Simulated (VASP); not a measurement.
Write the native input for VASP 6.6.1 that does the following.

```yaml
Task: single point
Functional: PBE
Potentials_or_basis: VASP PAW PBE potentials, release 64 (Cs_sv, H)
Cutoff: 520 eV
k_mesh: 8 × 4 × 10
Occupations: gaussian, width 0.1 eV
Spin: no spin polarisation
Dipole_correction: no
Further_INCAR_settings: ALGO = Normal; EDIFF = 1e-06; NBANDS = 26
```

The structure of CsH5 lies in POSCAR:

```
CsH5
1.0
    5.2543636968      0.0000000000      0.0000000000
    0.0000000000      8.4946449228      0.0000000000
    0.0000000000      0.0000000000      3.4294451230
Cs H
2 10
Direct
    0.0000000000      0.0000000000      0.0000000000
    0.5000000000      0.5000000000      0.0000000000
    0.4999900139      0.1505907838      0.0000000000
    0.0000099861      0.6505907838      0.0000000000
    0.5000099861      0.8494092162      0.0000000000
    0.9999900139      0.3494092162      0.0000000000
    0.4999789245      0.8851826339      0.5000000000
    0.5000210755      0.1148173661      0.5000000000
    0.5000000000      0.0000000000      0.5000000000
    0.0000000000      0.5000000000      0.5000000000
    0.0000210755      0.3851826339      0.5000000000
    0.9999789245      0.6148173661      0.5000000000
```

One way to write it, as run:

INCAR

```
SYSTEM = CsH5
  PREC = Accurate
  ENCUT = 520
  EDIFF = 1E-6
  ISMEAR = 0
  SIGMA = 0.1
  LREAL = .False.
  LASPH = .True.
  NELM = 60
  ALGO = Normal
  ISIF = 2
  LWAVE = .False.
  LCHARG = .False.
  GGA = PE
  NBANDS = 26
```

KPOINTS

```
regular mesh
0
Gamma
  8 4 10
  0 0 0
```

Potentials or basis: VASP PAW PBE potentials, release 64 (Cs_sv, H).

Command:

```sh
$ cat potpaw_PBE.64/Cs_sv/POTCAR potpaw_PBE.64/H/POTCAR > POTCAR
$ mpirun -np 1 vasp_std > vasp.out
```

It gave:

```json
{
 "Pressure": "0.0 GPa",
 "Band gap on the k mesh": "zero (bands 14 and 15 overlap by 1.54 eV)"
}
```

Caveat: spin-orbit coupling is left out, which moves the levels of the heavy elements.

Run time: 9.2 min on 1 thread of AMD EPYC 7R13, with other jobs on the host, peak memory 0.4 GiB.
